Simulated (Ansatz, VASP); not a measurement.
Two plane-wave programs on Cs3C

```
Cs C
1.0
     3.51400    2.02881    6.48894
    -3.51400    2.02881    6.48894
     0.00000   -4.05762    6.48894
Cs C
3 1
Cartesian
  0.0000 2.0288 6.4889
  -1.7570 -1.0144 6.4889
  1.7570 -1.0144 6.4889
  0.0000 0.0000 0.0000
```

Alike in both runs: task relaxation of cell and atoms; functional PBE; k mesh 3 × 3 × 3; occupations gaussian, width 0.1 eV; collinear spin.

```csv
,VASP,Ansatz
version,VASP 6.6.1,Ansatz 0.2.0
potentials or method,"VASP PAW PBE potentials, release 64 (Cs_sv, C), cutoff 600 eV","scalar-relativistic, plane waves, PAW"
valence electrons in the cell,31,31
```

|  | VASP | Ansatz | Ansatz less VASP |
| --- | --- | --- | --- |
| gap on the k mesh at the Fermi level, each at its own relaxed structure (eV) | none | none | - |
| net moment per atom (μB) | 0.67 | 0.64 | -0.025 |
| size of the moment on the site where the two differ most (μB) | 0.94 | 1.95 | +1.010 |
| relaxed volume (Å³/atom) | 57.94 | 52.41 | -5.529 |
| relaxed length of the cell vector where the two differ most in proportion (Å) | 6.142 | 5.942 | -0.2004 |

Site moments also hang on the region over which each program counts them. A gap of «none» marks a metal or a gap that the smearing closes.

The k mesh is coarse, so the values compare programs but aren't converged. Neither program's run includes spin-orbit coupling. Noted on VASP's run: the volume moved by over 15 % at a fixed basis, so the end points are rough.
